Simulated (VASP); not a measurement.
HgSe: single point with PBE

Crystal: HgSe.

```
CELL_PARAMETERS angstrom
0.00000 3.11820 3.11820
3.14939 0.00000 3.11820
3.14939 3.11820 0.00000
ATOMIC_POSITIONS crystal
Hg 0.00000 0.00000 0.00000
Se 0.75000 0.75000 0.75000
```

```
Program             : VASP 6.6.1
Task                : single point
Functional          : PBE
Potentials or basis : VASP PAW PBE potentials, release 64 (Hg, Se)
Cutoff              : 500 eV
k mesh              : 10 × 10 × 10
Occupations         : gaussian, width 0.05 eV
Spin                : non-collinear spin, zero start, spin-orbit coupling
Starting moments    : [[0.0, 0.0, 0.0], [0.0, 0.0, 0.0]] μB
```

```
Pressure                                              : -0.1 GPa
Net moment                                            : 0.00 μB per cell
Valence electrons inside the program's atomic spheres : Hg 10.45; Se 3.76
```

Stress tensor (GPa, compression positive):
```
-0.18  0.00  0.00
 0.00 -0.02  0.00
 0.00  0.00 -0.02
```

Moments on the atoms (μB; x, y, z):
```
Hg  0.00 0.00 0.00
Se  0.00 0.00 0.00
```

Run time: 2.8 min on 1 thread of Intel(R) Xeon(R) 6975P-C (Granite Rapids), with other jobs on the host, peak memory 0.59 GiB.
